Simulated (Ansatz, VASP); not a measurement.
## ReAs3Os2: VASP beside Ansatz

```
CELL_PARAMETERS angstrom
4.36433 0.00000 0.00000
-2.18217 3.77962 0.00000
0.00000 0.00000 5.34222
ATOMIC_POSITIONS crystal
Re 0.00000 0.00000 0.00000
As 0.33333 0.66667 0.16612
As 0.66667 0.33333 0.83388
As 0.00000 0.00000 0.50000
Os 0.33333 0.66667 0.66662
Os 0.66667 0.33333 0.33338
```

Change from the starting cell: species swapped into the CaSm2S3 type (P-3m1, No. 164).

Alike in both runs: functional PBE; k mesh 12 × 12 × 8; occupations gaussian, width 0.1 eV; no spin polarisation.

Ansatz relaxed the structure, and its values are those at the end. VASP's run is a single point on that final structure, the one shown.

```csv
,VASP,Ansatz
version,VASP 6.6.1,Ansatz 0.2.0
potentials or method,"VASP PAW PBE potentials, release 64 (Re, As, Os), cutoff 520 eV","scalar-relativistic, plane waves, PAW"
valence electrons in the cell,38,92
```

Ansatz gave:

| Property | Result |
| --- | --- |
| gap on the k mesh at the Fermi level (eV) | none |
| pressure (GPa) | 0.0 |

What did VASP give for the same quantities?

gap on the k mesh at the Fermi level (eV): none; pressure (GPa): 0.7.

A gap of «none» marks a metal or a gap that the smearing closes. The functional is the same, so the differences come from potentials, cutoffs and numerics. VASP's potentials hold 38 valence electrons a cell and Ansatz's 92, so a difference there can come from the potentials and not from the codes.

Neither program's run includes spin-orbit coupling.
